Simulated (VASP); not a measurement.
Input of a VASP 6.6.1 run:

File INCAR:

```
PREC = Accurate
ENCUT = 520
EDIFF = 1E-6
ISMEAR = -1
SIGMA = 0.05
LREAL = F
LASPH = T
NELM = 100
ALGO = Normal
ISIF = 2
LWAVE = F
LCHARG = F
GGA = PE
IVDW = 12
NBANDS = 21
```

File KPOINTS:

```
regular mesh
0
Gamma
  7 7 7
```

POSCAR

```
Pb
1.0
    0.0000000000      3.4390000555      3.4390000555
    3.4390000555      0.0000000000      3.4390000555
    3.4390000555      3.4390000555      0.0000000000
Pb
2
Direct
    0.2500000000      0.2500000000      0.2500000000
    0.0000000000      0.0000000000      0.0000000000
```

Potentials or basis: VASP PAW PBE potentials, release 64 (Pb_d).

Launch:

```sh
$ cat potpaw_PBE.64/Pb_d/POTCAR > POTCAR
$ mpirun -np 1 vasp_std > vasp.out
```

(1) Estimate the band gap on the k mesh.

(2) Predict the pressure.

Results:

(1) zero (band 14 reaches 4.74 eV, above the bottom of band 15 at 3.63 eV).

(2) 1.1 GPa.

Caveat: three body term missing; spin-orbit coupling is left out, which moves the levels of the heavy elements; pairwise dispersion overbinds metals, which lowers pressure and volume.
